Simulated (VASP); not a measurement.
The system is AlN.

```xyz
4
Lattice="3.0577 0.0000 0.0000 -1.5289 2.6480 0.0000 0.0000 0.0000 4.3504" Properties=species:S:1:pos:R:3 pbc="T T T"
Al    0.0000    1.7654    0.0066
Al    1.5289    0.8827    2.1818
N     0.0000    1.7654    1.6683
N     1.5289    0.8827    3.8435
```

```yaml
Program: VASP 6.6.1
Task: relaxation of the atoms
Functional: LDA
Potentials_or_basis: VASP PAW LDA potentials, release 64 (Al, N)
Cutoff: 520 eV
k_mesh: 9 × 9 × 6
Occupations: gaussian, width 0.05 eV
Spin: no spin polarisation
```

At the start: pressure 46.5 GPa; volume 8.81 Å³/atom.

**Question.** Where does the relaxation end?

**Answer.** Over 19 steps the energy falls by 145.1 meV/atom; space group P6_3mc (No. 186, to 0.05 Å).

Step by step:
| step | energy change (eV) | largest force (eV/Å) | pressure (GPa) |
| --- | --- | --- | --- |
| 1 | 0.0000 | 3.9920 | 46.47 |
| 2 | -0.3717 | 0.5623 | 33.15 |
| 3 | -0.5802 | 0.0137 | 35.55 |
| 4 | -0.5802 | 0.0259 | 35.64 |
| 5 | -0.5802 | 0.0248 | 35.64 |
| 6 | -0.5802 | 0.0244 | 35.64 |
| 7 | -0.5802 | 0.0243 | 35.64 |
| 8 | -0.5802 | 0.0243 | 35.64 |
| 9 | -0.5802 | 0.0243 | 35.64 |
| 10 | -0.5802 | 0.0243 | 35.64 |
| 11 | -0.5802 | 0.0242 | 35.64 |
| 12 | -0.5802 | 0.0241 | 35.64 |
| 13 | -0.5802 | 0.0239 | 35.64 |
| 14 | -0.5802 | 0.0237 | 35.64 |
| 15 | -0.5802 | 0.0231 | 35.64 |
| 16 | -0.5802 | 0.0218 | 35.64 |
| 17 | -0.5802 | 0.0191 | 35.63 |
| 18 | -0.5802 | 0.0140 | 35.61 |
| 19 | -0.5803 | 0.0027 | 35.59 |

Final structure:
```cif
data_structure
_symmetry_space_group_name_H-M 'P 1'
_symmetry_Int_Tables_number 1
_cell_length_a 3.0577
_cell_length_b 3.0577
_cell_length_c 4.3504
_cell_angle_alpha 90.000
_cell_angle_beta 90.000
_cell_angle_gamma 120.000
_cell_volume 35.22
loop_
_atom_site_label
_atom_site_type_symbol
_atom_site_fract_x
_atom_site_fract_y
_atom_site_fract_z
_atom_site_occupancy
Al1 Al 0.33333 0.66667 0.98081 1
Al2 Al 0.66667 0.33333 0.48081 1
N1 N 0.33333 0.66667 0.40419 1
N2 N 0.66667 0.33333 0.90419 1
```
